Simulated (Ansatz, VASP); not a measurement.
## Two plane-wave programs on Os

The input INCAR:

```
SYSTEM = Os
ALGO = Fast
EDIFF = 1E-6
ENCUT = 520
GGA = PE
ISIF = 2
ISMEAR = 0
LASPH = .True.
LCHARG = .False.
LREAL = .False.
LWAVE = .False.
NBANDS = 15
NELM = 100
PREC = Accurate
SIGMA = 0.15
```

The input KPOINTS:

```
k-points
0
Gamma
  18 18 12
  0 0 0
```

POSCAR

```
Os
1.0
    2.7340999755      0.0000000000      0.0000000000
   -1.3670499878      2.3678000353      0.0000000000
    0.0000000000      0.0000000000      4.3197000000
Os
2
Direct
    0.3333333333      0.6666666667      0.2268502442
    0.6666666667      0.3333333333      0.7500000000
```

Input for Ansatz:

```yaml
crystal:
  lattice:
    - [2.7340999755, 0.0, 0.0]
    - [-1.3670499878, 2.3678000353, 0.0]
    - [0.0, 0.0, 4.3197]
  atoms:
    - { symbol: Os, position: [0.3333333333, 0.6666666667, 0.2268502442] }
    - { symbol: Os, position: [0.6666666667, 0.3333333333, 0.75] }
basis:
  ecutwfc: 420
kpoints:
  mp_grid: { grid: [18, 18, 12] }
hamiltonian:
  xc: pbe
scf:
  occupations: { method: gaussian, width: 0.15 }
output:
  forces: true
  stress: true
  eigenvalues: true
```

Alike in both runs: task single point; functional PBE; k mesh 18 × 18 × 12; occupations gaussian, width 0.15 eV; no spin polarisation.

|  | VASP | Ansatz |
| --- | --- | --- |
| version | VASP 6.6.1 | Ansatz 0.2.0 |
| potentials or method | VASP PAW PBE potentials, release 64 (Os), cutoff 520 eV | scalar-relativistic, plane waves, PAW |
| valence electrons in the cell | 16 | 32 |

```csv
,VASP,Ansatz,Ansatz less VASP
gap on the k mesh at the Fermi level (eV),none,none,-
pressure (GPa),11.3,11.2,-0.14
"traceless stress, the component that is largest in VASP (GPa)",2.46,2.56,+0.099
rms of the force components (eV/Å),1.054,1.066,+0.0116
```

Atom by atom the forces differ by 0.012 eV/Å (rms over components). A gap of «none» marks a metal or a gap that the smearing closes. VASP's potentials hold 16 valence electrons a cell and Ansatz's 32, so a difference there can come from the potentials and not from the codes.

Spin-orbit coupling is off throughout.
